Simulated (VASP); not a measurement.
# MnSi (P2_13) in VASP: notebook, part 2 of 2

VASP 6.6.1. Earlier steps stand in the parts before.

### 4 Single point, PBEsol, collinear spin, ferromagnetic start (10.50 Å³/atom)

This run uses another cell than the first one, of 10.50 Å³/atom.

Input file INCAR:

```
SYSTEM = MnSi
PREC = Accurate
ENCUT = 520
EDIFF = 1E-6
ISMEAR = 0
SIGMA = 0.1
LREAL = .False.
LASPH = .True.
NELM = 150
ALGO = Normal
ISIF = 2
LWAVE = .False.
LCHARG = .True.
ISPIN = 2
MAGMOM = 1 1 1 1 0 0 0 0
LORBIT = 11
LMAXMIX = 4
GGA = PS
LELF = .True.
LVHAR = .True.
NBANDS = 48
```

Input file KPOINTS:

```
regular mesh
0
Gamma
  8 8 8
  0 0 0
```

Input file POSCAR:

```
MnSi
1.0
    4.3795137956      0.0000000000      0.0000000000
    0.0000000000      4.3795137956      0.0000000000
    0.0000000000      0.0000000000      4.3795137956
Mn Si
4 4
Direct
    0.1387625320      0.1387625320      0.1387625320
    0.3612374680      0.8612374680      0.6387625320
    0.6387625320      0.3612374680      0.8612374680
    0.8612374680      0.6387625320      0.3612374680
    0.8460431168      0.8460431168      0.8460431168
    0.6539568832      0.1539568832      0.3460431168
    0.3460431168      0.6539568832      0.1539568832
    0.1539568832      0.3460431168      0.6539568832
```

Potentials or basis: VASP PAW PBE potentials, release 64 (Mn_pv, Si).

The run is started by

```
cat potpaw_PBE.64/Mn_pv/POTCAR potpaw_PBE.64/Si/POTCAR > POTCAR
mpirun -np 1 vasp_std > vasp.out
```

OUTCAR:

```text
SYSTEM = MnSi
   PREC = Accurate
   ENCUT = 520
   EDIFF = 1E-6
   ISMEAR = 0
   LREAL = .False.
   LASPH = .True.
   NELM = 150
   ISIF = 2
   ISPIN = 2
   LORBIT = 11
   GGA = PS

 ion  position               nearest neighbor table
   1  0.139  0.139  0.139-   5 2.22   6 2.31   7 2.31   8 2.31   7 2.43   8 2.43   6 2.43   3 2.69
                             4 2.69   2 2.69   2 2.69   4 2.69   3 2.69
   2  0.361  0.861  0.639-   6 2.22   5 2.31   7 2.31   8 2.31   7 2.43   8 2.43   5 2.43   1 2.69
                             1 2.69   3 2.69   3 2.69   4 2.69   4 2.69
   3  0.639  0.361  0.861-   7 2.22   6 2.31   5 2.31   8 2.31   8 2.43   6 2.43   5 2.43   1 2.69
                             4 2.69   2 2.69   2 2.69   4 2.69   1 2.69
   4  0.861  0.639  0.361-   8 2.22   6 2.31   7 2.31   5 2.31   6 2.43   5 2.43   7 2.43   1 2.69
                             3 2.69   2 2.69   1 2.69   2 2.69   3 2.69
   5  0.846  0.846  0.846-   1 2.22   2 2.31   3 2.31   4 2.31   3 2.43   4 2.43   2 2.43   6 2.71
                             8 2.71   6 2.71   8 2.71   7 2.71   7 2.71
   6  0.654  0.154  0.346-   2 2.22   1 2.31   3 2.31   4 2.31   3 2.43   4 2.43   1 2.43   5 2.71
                             5 2.71   7 2.71   7 2.71   8 2.71   8 2.71
   7  0.346  0.654  0.154-   3 2.22   2 2.31   1 2.31   4 2.31   4 2.43   2 2.43   1 2.43   6 2.71
                             8 2.71   8 2.71   6 2.71   5 2.71   5 2.71
   8  0.154  0.346  0.654-   4 2.22   2 2.31   3 2.31   1 2.31   2 2.43   1 2.43   3 2.43   5 2.71
                             7 2.71   5 2.71   7 2.71   6 2.71   6 2.71

  LATTYP: Found a simple cubic cell.
 ALAT       =     4.3795137956

  Lattice vectors:

 A1 = (   4.3795137956,   0.0000000000,   0.0000000000)
 A2 = (   0.0000000000,   4.3795137956,   0.0000000000)
 A3 = (   0.0000000000,   0.0000000000,   4.3795137956)

Analysis of symmetry for initial positions (statically):
=====================================================================
 Subroutine PRICEL returns:
 Original cell was already a primitive cell.

 Routine SETGRP: Setting up the symmetry group for a
 simple cubic supercell.

 Subroutine GETGRP returns: Found 12 space group operations
 (whereof  3 operations were pure point group operations)
 out of a pool of 48 trial point group operations.

The static configuration has the point symmetry C_3 .
 The point group associated with its full space group is T   .

Analysis of symmetry for dynamics (positions and initial velocities):
=====================================================================
 Subroutine PRICEL returns:
 Original cell was already a primitive cell.

 Routine SETGRP: Setting up the symmetry group for a
 simple cubic supercell.

 Subroutine GETGRP returns: Found 12 space group operations
 (whereof  3 operations were pure point group operations)
 out of a pool of 48 trial point group operations.

The dynamic configuration has the point symmetry C_3 .
 The point group associated with its full space group is T   .

Analysis of structural, dynamic, and magnetic symmetry:
=====================================================================
 Subroutine PRICEL returns:
 Original cell was already a primitive cell.

 Routine SETGRP: Setting up the symmetry group for a
 simple cubic supercell.

 Subroutine GETGRP returns: Found 12 space group operations
 (whereof  3 operations were pure point group operations)
 out of a pool of 48 trial point group operations.

The overall configuration has the point symmetry C_3 .
 The point group associated with its full space group is T   .

 Subroutine INISYM returns: Found 12 space group operations
 (whereof  3 operations are pure point group operations),
 and found     1 'primitive' translations

[... 128 lines left out ...]
  Fermi-wavevector in a.u.,A,eV,Ry     =   1.525757  2.883262 31.673451  2.327933
  Thomas-Fermi vector in A             =   2.633883
   LORBIT       =     11    0 simple, 1 ext, 2 COOP (PROOUT), +10 PAW based schemes
   GGA     = PS    functional components
   LHFCALC =     F    Hartree Fock is set to
   AEXX    =    0.0000 exact exchange contribution
   IVDW    =     0    specifies the selected vdW correction
   LEPSILON=     F    determine dielectric tensor
   LRPA    =     F    only Hartree local field effects (RPA)
 spin polarized calculation
 Gauss-broadening in eV      SIGMA  =   0.10
  energy-cutoff  :      520.00
  volume of cell :       84.00
 maximum number of plane-waves:      2301
 NGX is ok and might be reduce to    36
   NGX = 17   NGY = 17   NGZ = 17

 number of electron      67.9999963 magnetization       3.1234963

 Free energy of the ion-electron system (eV)
  ---------------------------------------------------
  ext. energy  EPLUGINS =         0.00000000
  ---------------------------------------------------
  free energy    TOTEN  =       -66.06569466 eV

  energy without entropy =      -66.03589249  energy(sigma->0) =      -66.05079357

 E-fermi :  12.3192     XC(G=0): -13.4096

 val. band max:       12.3088570400   @ k =  -0.2500   0.3750   0.0000
 cond. band min:      12.3202807928   @ k =   0.2500   0.0000   0.0000
 fundamental gap:      0.0114237528
 Fermi energy:        12.3191716388

 spin component 1

 k-point     1 :       0.0000    0.0000    0.0000
  band No.  band energies     occupation
      1     -35.7839      1.00000
      2     -35.7839      1.00000
      3     -35.7839      1.00000
      4     -35.6915      1.00000
      5     -35.6915      1.00000
      6     -35.6915      1.00000
[... 1165 lines left out ...]
     45      17.1319      0.00000
     46      17.8599      0.00000

 [... further k-points ...]

 spin component 2

 k-point     1 :       0.0000    0.0000    0.0000
  band No.  band energies     occupation
      1     -35.0017      1.00000
      2     -35.0017      1.00000
      3     -35.0017      1.00000
      4     -34.8752      1.00000
      5     -34.8347      1.00000
      6     -34.8347      1.00000
[... 1165 lines left out ...]
     45      17.4916      0.00000
     46      18.1425      0.00000

 [... further k-points ...]

 [bands above 46 left out]

------------------------ aborting loop because EDIFF is reached ----------------------------------------

  FORCE on cell =-STRESS in cart. coord.  units (eV):
  Direction    XX          YY          ZZ          XY          YZ          ZX
  --------------------------------------------------------------------------------------
  -------------------------------------------------------------------------------------
  Total        8.2751204      8.2751204      8.2751204     -0.0000000      0.0000000      0.0000000
  in kB      157.8364153    157.8364153    157.8364153     -0.0000000      0.0000000      0.0000000
  external PRESSURE =     157.8364153 kB  Pullay stress =       0.0000000 kB

 VOLUME and BASIS-vectors are now :
 -----------------------------------------------------------------------------
  energy-cutoff  :      520.00
  volume of cell :       84.00
      direct lattice vectors                 reciprocal lattice vectors
     4.379513796  0.000000000  0.000000000     0.228335849  0.000000000  0.000000000
     0.000000000  4.379513796  0.000000000     0.000000000  0.228335849  0.000000000
     0.000000000  0.000000000  4.379513796     0.000000000  0.000000000  0.228335849

 POSITION                                       TOTAL-FORCE (eV/Angst)
 -----------------------------------------------------------------------------------
      0.60771      0.60771      0.60771         0.011179      0.011179      0.011179
      1.58204      3.77180      2.79747        -0.011179     -0.011179      0.011179
      2.79747      1.58204      3.77180         0.011179     -0.011179     -0.011179
      3.77180      2.79747      1.58204        -0.011179      0.011179     -0.011179
      3.70526      3.70526      3.70526         0.000302      0.000302      0.000302
      2.86401      0.67426      1.51550        -0.000302     -0.000302      0.000302
      1.51550      2.86401      0.67426         0.000302     -0.000302     -0.000302
      0.67426      1.51550      2.86401        -0.000302      0.000302     -0.000302
 -----------------------------------------------------------------------------------
    total drift:                                0.000000      0.000000      0.000000

  FREE ENERGIE OF THE ION-ELECTRON SYSTEM (eV)
  ---------------------------------------------------
  free  energy   TOTEN  =       -66.0656946582 eV

  energy  without entropy=      -66.0358924915  energy(sigma->0) =      -66.05079357

 total charge

# of ion       s       p       d       tot
------------------------------------------
    1        0.371   6.457   5.404  12.232
    2        0.371   6.457   5.404  12.232
    3        0.371   6.457   5.404  12.232
    4        0.371   6.457   5.404  12.232
    5        0.748   0.966   0.000   1.714
    6        0.748   0.966   0.000   1.714
    7        0.748   0.966   0.000   1.714
    8        0.748   0.966   0.000   1.714
--------------------------------------------------
tot          4.473  29.695  21.616  55.783

 magnetization (x)

# of ion       s       p       d       tot
------------------------------------------
    1        0.000   0.005   0.808   0.813
    2        0.000   0.005   0.808   0.813
    3        0.000   0.005   0.808   0.813
    4        0.000   0.005   0.808   0.813
    5       -0.009  -0.024   0.000  -0.033
    6       -0.009  -0.024   0.000  -0.033
    7       -0.009  -0.024   0.000  -0.033
    8       -0.009  -0.024   0.000  -0.033
--------------------------------------------------
tot         -0.036  -0.074   3.231   3.121
```

It took 7.9 min on 1 thread of Intel Xeon 8259CL, shared host; peak memory 0.39 GiB.

What came out:

```yaml
Free_energy: -66.0657 eV
Pressure: 15.8 GPa
Largest_force: 0.019 eV/Å
Net_moment: 3.12 μB per cell
Site_moments: Mn +0.81; Si -0.03 μB
Valence_electrons_inside_the_program's_atomic_spheres: Mn 12.23; Si 1.71
```

Forces on the atoms (eV/Å):
```
Mn   0.011  0.011  0.011
Mn  -0.011 -0.011  0.011
Mn   0.011 -0.011 -0.011
Mn  -0.011  0.011 -0.011
Si   0.000  0.000  0.000
Si   0.000  0.000  0.000
Si   0.000  0.000  0.000
Si   0.000  0.000  0.000
```

Caveat: the cell stands under pressure; the PAW data sets were made with another functional, which shifts forces and pressure a little.

### 5 Summary

| cell | gap on the mesh (eV) | pressure (GPa) | moment (μB) | largest force (eV/Å) |
| --- | --- | --- | --- | --- |
| a = 4.426 Å, 8 atoms, atomic positions A | none | 7.3 | 3.43 | 0.02 |
| a = 4.471 Å, 8 atoms, atomic positions B | none | 0.1 | 3.67 | 0.02 |
| a = 4.380 Å, 8 atoms, atomic positions C | none | 15.8 | 3.12 | 0.02 |

Alike in all rows: task single point; level PBEsol; potentials or basis VASP PAW PBE potentials, release 64 (Mn_pv, Si); spin collinear, ferromagnetic start; k mesh 8 × 8 × 8; cutoff (eV) 520; smearing gaussian 0.1 eV.

Caveats: the PAW data sets were made with another functional, which shifts forces and pressure a little; the cell stands under pressure (at least some runs).

Absolute energies hang on the potentials; compare differences alone.
